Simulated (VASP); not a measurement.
A run of VASP 6.6.1 is set up as follows.

The input INCAR:

```
SYSTEM = CoO
PREC = Accurate
ENCUT = 520
EDIFF = 1E-7
ISMEAR = -1
SIGMA = 0.05
LREAL = .FALSE.
LASPH = .TRUE.
NELM = 150
ALGO = Normal
ISIF = 2
LWAVE = .FALSE.
LCHARG = .FALSE.
ISPIN = 2
MAGMOM = 2 0
LORBIT = 11
LMAXMIX = 4
GGA = CA
NBANDS = 18
```

File KPOINTS:

```
regular mesh
0
G
  10 10 10
  0 0 0
```

File POSCAR:

```
CoO
1.0
    1.5914663644      0.9188335339      2.5492457344
   -1.5914663644      0.9188335339      2.5492457344
    0.0000000000     -1.8376670678      2.5492457344
Co O
1 1
Direct
    0.9989783200      0.9989783200      0.9989783200
    0.7510210300      0.7510210300      0.7510210300
```

Potentials or basis: VASP PAW LDA potentials, release 64 (Co, O).

The run is started by

```sh
$ cat potpaw_LDA.64/Co/POTCAR potpaw_LDA.64/O/POTCAR > POTCAR
$ mpirun -np 1 vasp_std > vasp.out
```

(1) What does it give for the site moments?

(2) What does it give for the net moment?

(3) Predict the pressure.

Answers

(1) Co +1.91; O +0.22 μB.

(2) 2.20 μB per cell.

(3) -16.9 GPa.

Caveat: the cell stands under tension; a cell with one magnetic atom can't hold antiferromagnetic order, which such compounds often take.
